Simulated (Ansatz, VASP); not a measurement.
## Si, level by level in two programs

```
CELL_PARAMETERS angstrom
-2.35546 2.35546 1.32034
2.35546 -2.35546 1.32034
2.35546 2.35546 -1.32034
ATOMIC_POSITIONS crystal
Si 0.50000 0.50000 0.00000
Si 0.25000 0.75000 0.50000
```

Single points on this cell with VASP 6.6.1 and Ansatz 0.2.0. Each row is one pair of runs. Alike in all rows: spin: off; smearing: fermi-dirac, width 0.05 eV.

```csv
level,k mesh,"VASP's potentials, cutoff","Ansatz's potentials, cutoff","gap on the k mesh at the Fermi level (eV), VASP","gap on the k mesh at the Fermi level (eV), Ansatz","pressure (GPa), VASP","pressure (GPa), Ansatz"
LDA,11 × 11 × 11,"VASP PAW LDA potentials, release 64 (Si), 520 eV","Ansatz PAW, 420 eV",none,none,1.6,1.5
PBEsol,11 × 11 × 11,"VASP PAW PBE potentials, release 64 (Si), 520 eV","Ansatz PAW, 420 eV",?,none,?,3.2
r2SCAN,11 × 11 × 11,"VASP PAW PBE potentials, release 64 (Si), 520 eV","Ansatz PAW, 500 eV",none,none,4.9,5.0
HSE06,8 × 8 × 8,"VASP PAW PBE potentials, release 64 (Si), 520 eV","Ansatz PAW, 420 eV",none,none,3.8,4.2
```

Q: Fill in what VASP gave in row 2.

A: gap on the k mesh at the Fermi level (eV): none; pressure (GPa): 3.4.

A gap of «none» marks a metal or a gap that the smearing closes.
